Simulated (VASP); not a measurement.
Write the native input for VASP 6.6.1 that does the following.

| Property | Result |
| --- | --- |
| Task | relaxation of the atoms |
| Functional | PBE |
| Potentials or basis | VASP PAW PBE potentials, release 64 (Te, Bi_d) |
| Cutoff | 520 eV |
| k mesh | 9 × 9 × 1 |
| Occupations | gaussian, width 0.05 eV |
| Spin | no spin polarisation |
| Dipole correction | yes |
| Further INCAR settings | ALGO = Normal; EDIFF = 1e-06; IBRION = 2; EDIFFG = -0.02; NSW = 80 |

The structure of Bi2Te3 lies in POSCAR:

```
Bi2Te3
1.0
    4.4465494044      0.0000000000      0.0000000000
   -2.2232747022      3.8508247434      0.0000000000
    0.0000000000      0.0000000000     33.2696627591
Te Bi
6 4
Direct
    0.0000000000      0.0000000000      0.2254305989
    0.6666666667      0.3333333333      0.3388488144
    0.3333333333      0.6666666667      0.4522670299
    0.6666666667      0.3333333333      0.5477329701
    0.3333333333      0.6666666667      0.6611511856
    0.0000000000      0.0000000000      0.7745694011
    0.3333333333      0.6666666667      0.2770882992
    0.0000000000      0.0000000000      0.4006093295
    0.0000000000      0.0000000000      0.5993906705
    0.6666666667      0.3333333333      0.7229117008
```

These files were run (other wordings do the same):

INCAR

```
SYSTEM = Bi2Te3
PREC = Accurate
ENCUT = 520
EDIFF = 1E-6
ISMEAR = 0
SIGMA = 0.05
LREAL = .False.
LASPH = .True.
NELM = 100
ALGO = Normal
ISIF = 2
LWAVE = .False.
LCHARG = .False.
LDIPOL = .True.
IDIPOL = 3
DIPOL = 0.5 0.5 0.500
GGA = PE
IBRION = 2
NSW = 80
EDIFFG = -0.02
KPAR = 4
```

KPOINTS

```
regular mesh
0
Gamma
  9 9 1
  0 0 0
```

Potentials or basis: VASP PAW PBE potentials, release 64 (Te, Bi_d).

Run with:

```console
$ cat potpaw_PBE.64/Te/POTCAR potpaw_PBE.64/Bi_d/POTCAR > POTCAR
$ mpirun -np 4 vasp_std > vasp.out
```

Results of the run:

| Item | Value |
| --- | --- |
| Energy gained by relaxing | 0.0 meV/atom |
| Ionic steps | 3 |
| Largest force after relaxing | 0.009 eV/Å |
| Band gap on the k mesh | 0.69 eV |

Caveat: spin-orbit coupling is left out, which moves the levels of the heavy elements.

It took 5.2 min on 4 MPI ranks on Intel(R) Xeon(R) Platinum 8488C (Sapphire Rapids), with other jobs on the host, peak memory 0.91 GiB a rank.
